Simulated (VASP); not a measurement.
Runs of VASP 6.6.1 on As. The structure is that of space group Pm-3m (No. 221), or close to it. The cells are those of the table. This isn't the form of As at room conditions, which is rhombohedral.

```csv
task,cell,cutoff (eV),gap on the mesh (eV),pressure (GPa),relaxed volume (Å³/atom)
single point,"a = 2.729 Å, 1 atom",520,none,(a),-
relaxation of cell and atoms,"relaxed from a = 2.729 Å, 1 atom",600,none,0.0,20.36
single point,"a = 2.726 Å, 1 atom",520,none,0.4,-
relaxation of cell and atoms,"relaxed from a = 2.738 Å, 1 atom",600,none,0.0,20.36
```

Alike in all rows: level PBE; potentials or basis VASP PAW PBE potentials, release 64 (As); no spin polarisation; k mesh 15 × 15 × 15; smearing fermi-dirac 0.05 eV.

Problem. Estimate the missing entries.

Solution. (a) 0.2.

A k mesh can miss the band edges, and the runs leave out spin-orbit coupling on As.

A gap of «none» marks levels without a gap at the run's occupations.
